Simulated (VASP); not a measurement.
A run of VASP 6.6.1 is set up as follows.

POSCAR

```
Ga
1.0
    0.0000000000      2.7980956521      2.7980956521
    2.7980956521      0.0000000000      2.7980956521
    2.7980956521      2.7980956521      0.0000000000
Ga
2
Direct
    0.5000000000      0.5000000000      0.5000000000
    0.7500000000      0.7500000000      0.7500000000
```

File INCAR.step1:

```
PREC     = Accurate       # precision mode
ENCUT    = 520            # plane-wave cutoff, eV
ISMEAR   = 0              # smearing method
SIGMA    = 0.1            # smearing width, eV
LREAL    = F              # projectors in reciprocal space
LASPH    = T              # aspherical terms in the spheres
NELM     = 80             # most SCF steps
NBANDS   = 20             # bands
GGA      = PE             # functional
ALGO     = Normal         # electronic algorithm
EDIFF    = 1E-4           # SCF threshold, eV
LWAVE    = T              # write WAVECAR
LCHARG   = F              # write CHGCAR
```

File INCAR.step2:

```
PREC     = Accurate       # precision mode
ENCUT    = 520            # plane-wave cutoff, eV
EDIFF    = 1E-7           # SCF threshold, eV
ISMEAR   = 0              # smearing method
SIGMA    = 0.1            # smearing width, eV
LREAL    = F              # projectors in reciprocal space
LASPH    = T              # aspherical terms in the spheres
NELM     = 80             # most SCF steps
ALGO     = Normal         # electronic algorithm
ISIF     = 2              # what is computed and relaxed
LWAVE    = F              # write WAVECAR
LCHARG   = F              # write CHGCAR
METAGGA  = R2SCAN         # meta-GGA
LMIXTAU  = T            
NBANDS   = 20             # bands
ISTART   = 1
```

File KPOINTS:

```
regular mesh
0
Gamma
  6 6 6
```

Potentials or basis: VASP PAW PBE potentials, release 64 (Ga_d).

Run with:

```sh
$ cat potpaw_PBE.64/Ga_d/POTCAR > POTCAR
$ cp INCAR.step1 INCAR
$ mpirun -np 1 vasp_std > vasp.out
$ cp INCAR.step2 INCAR
$ mpirun -np 1 vasp_std > vasp.out
```

Task: Predict the band gap on the k mesh.

Result: Zero (bands 13 and 14 overlap by 4.89 eV).

Task: Estimate the pressure.

Result: 5.1 GPa.

Caveat: the cell stands under pressure; the PAW data sets were made with another functional, which shifts forces and pressure a little.
